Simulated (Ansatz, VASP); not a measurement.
# Rh in VASP and in Ansatz

INCAR

```
PREC = Accurate
ENCUT = 520
EDIFF = 1E-6
ISMEAR = 0
SIGMA = 0.025
LREAL = F
LASPH = T
NELM = 60
ALGO = Normal
ISIF = 2
LWAVE = F
LCHARG = F
GGA = PE
NBANDS = 14
```

File KPOINTS:

```
regular mesh
0
Gamma
  12 12 12
```

POSCAR

```
Rh
1.0
    0.0000000000      1.8978500000      1.8978500000
    1.8978500000      0.0000000000      1.8978500000
    1.8978500000      1.8978500000      0.0000000000
Rh
1
Direct
    0.0000000000      0.0000000000      0.0000000000
```

Contents of input.yaml:

```yaml
crystal:
  lattice:
    - [0.0, 1.89785, 1.89785]
    - [1.89785, 0.0, 1.89785]
    - [1.89785, 1.89785, 0.0]
  atoms:
    - { symbol: Rh, position: [0.0, 0.0, 0.0] }
kpoints:
  mp_grid: { grid: [12, 12, 12] }
scf:
  occupations: { method: gaussian, width: 0.025 }
hamiltonian:
  xc: pbe
  pseudopotentials: { kind: all_electron, lapw: { basis_error: 0.001 } }
output:
  forces: true
  stress: true
  eigenvalues: true
```

Alike in both runs: task single point; functional PBE; k mesh 12 × 12 × 12; occupations gaussian, width 0.025 eV; no spin polarisation.

```csv
,VASP,Ansatz
version,VASP 6.6.1,Ansatz 0.2.0
potentials or method,"VASP PAW PBE potentials, release 64 (Rh_pv), cutoff 520 eV","all-electron LAPW, scalar-relativistic"
```

Ansatz gave:

```
gap on the k mesh at the Fermi level (eV) : none
pressure (GPa)                            : 7.2
```

Problem. Estimate VASP's values.

Solution. gap on the k mesh at the Fermi level (eV): none; pressure (GPa): 7.4.

A gap of «none» marks a metal or a gap that the smearing closes. Ansatz ran all-electron here, and VASP with PAW potentials.
